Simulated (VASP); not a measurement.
P, 4 atoms in the cell. The cell holds a slab with vacuum, 4 atoms: a = 3.284 Å, b = 34.857 Å, c = 4.864 Å, α = 90.00°, β = 90.00°, γ = 90.00°.  This cell differs from its parent crystal: strain +0.000 along x and y, +0.050 along z.

| Item | Value |
| --- | --- |
| Program | VASP 6.6.1 |
| Task | single point |
| Functional | PBEsol |
| Potentials or basis | VASP PAW PBE potentials, release 64 (P) |
| Cutoff | 520 eV |
| k mesh | 8 × 1 × 6 |
| Occupations | gaussian, width 0.05 eV |
| Spin | no spin polarisation |
| Dipole correction | no |
| Further INCAR settings | ALGO = Normal; EDIFF = 1e-06; NBANDS = 18 |

Potentials or basis: VASP PAW PBE potentials, release 64 (P).

Launch:

```bash
$ cat potpaw_PBE.64/P/POTCAR > POTCAR
$ mpirun -np 1 vasp_std > vasp.out
```

Hardware: 1 thread of Intel Xeon 6975P-C, with other jobs on the host.

Estimate the wall time of this run.

Run time: 4.4 min on 1 thread of Intel Xeon 6975P-C, on a shared host, peak memory 0.58 GiB. Counts: scf iterations 21, k points 20.
